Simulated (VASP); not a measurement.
The system is Ti3Pt.

```
CELL_PARAMETERS angstrom
2.87144 0.00000 0.00000
0.00000 2.87144 0.00000
0.00000 0.00000 7.98830
ATOMIC_POSITIONS crystal
Ti 0.50000 0.50000 0.75982
Ti 0.00000 0.00000 0.50000
Ti 0.50000 0.50000 0.24018
Pt 0.00000 0.00000 0.00000
```

The cell was generated, and may not be a known phase.

| Item | Value |
| --- | --- |
| Program | VASP 6.6.1 |
| Task | relaxation of cell and atoms |
| Functional | PBE |
| Potentials or basis | VASP PAW PBE potentials, release 64 (Ti_sv, Pt) |
| Cutoff | 600 eV |
| k mesh | 16 × 16 × 6 |
| Occupations | gaussian, width 0.1 eV |
| Spin | no spin polarisation |

At the start: pressure 0.0 GPa; volume 16.47 Å³/atom.

Question: Where does the relaxation end?

Answer: Over 11 steps the energy falls by 3.0 meV/atom; space group P4/mmm (No. 123, to 0.1 Å) before and after.

Step by step:
```csv
step,energy change (eV),largest force (eV/Å),pressure (GPa),volume (Å³)
1,0.0000,0.0047,0.02,65.87
2,-0.0063,0.0161,0.03,65.89
3,-0.0106,0.0416,0.04,65.91
4,-0.0113,0.0516,0.05,65.91
5,-0.0115,0.0573,0.05,65.91
6,-0.0115,0.0598,0.06,65.91
7,-0.0116,0.0617,0.06,65.91
8,-0.0118,0.0061,-0.24,66.01
9,-0.0118,0.0125,-0.22,66.00
10,-0.0119,0.0116,0.16,65.80
11,-0.0119,0.0008,0.00,65.89
```

Final structure:
```cif
data_structure
_symmetry_space_group_name_H-M 'P 1'
_symmetry_Int_Tables_number 1
_cell_length_a 2.9206
_cell_length_b 2.9206
_cell_length_c 7.7238
_cell_angle_alpha 90.000
_cell_angle_beta 90.000
_cell_angle_gamma 90.000
_cell_volume 65.89
loop_
_atom_site_label
_atom_site_type_symbol
_atom_site_fract_x
_atom_site_fract_y
_atom_site_fract_z
_atom_site_occupancy
Ti1 Ti 0.50000 0.50000 0.75914 1
Ti2 Ti 0.00000 0.00000 0.50000 1
Ti3 Ti 0.50000 0.50000 0.24086 1
Pt1 Pt 0.00000 0.00000 0.00000 1
```
